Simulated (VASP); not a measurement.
Write the native input for VASP 6.6.1 that does the following.

```
Task                   : single point
Functional             : PBE
Potentials or basis    : VASP PAW PBE potentials, release 64 (W_sv)
Cutoff                 : 500 eV
k mesh                 : 11 × 11 × 11
Occupations            : gaussian, width 0.05 eV
Spin                   : no spin polarisation
Dipole correction      : no
Further INCAR settings : ALGO = Normal; EDIFF = 1e-06; NBANDS = 13
```

The structure of W lies in POSCAR:

```
W
1.0
    0.0000000000      1.9969677537      1.9969677537
    1.9969677537      0.0000000000      1.9969677537
    1.9969677537      1.9969677537      0.0000000000
W
1
Direct
    0.0000000000      0.0000000000      0.0000000000
```

This isn't the form of W at room conditions, which is bcc.

These files were run (other wordings do the same):

INCAR

```
PREC = Accurate
ENCUT = 500
EDIFF = 1E-6
ISMEAR = 0
SIGMA = 0.05
LREAL = F
LASPH = T
NELM = 120
ALGO = Normal
ISIF = 2
LWAVE = F
LCHARG = F
GGA = PE
NBANDS = 13
GGA_COMPAT = F
```

KPOINTS

```
Automatic mesh
0
Gamma
  11 11 11
```

Potentials or basis: VASP PAW PBE potentials, release 64 (W_sv).

Command:

```bash
$ cat potpaw_PBE.64/W_sv/POTCAR > POTCAR
$ mpirun -np 1 vasp_std > vasp.out
```

Results of the run:

The pressure is 10.5 GPa and the band gap on the k mesh is zero (bands 7 and 8 overlap by 3.42 eV).

Caveat: the cell stands under pressure; spin-orbit coupling is left out, which moves the levels of the heavy elements.

Wall time 7.7 s on 1 thread of Intel(R) Xeon(R) Platinum 8375C CPU @ 2.90GHz (Ice Lake) (shared host), peak memory 0.14 GiB.
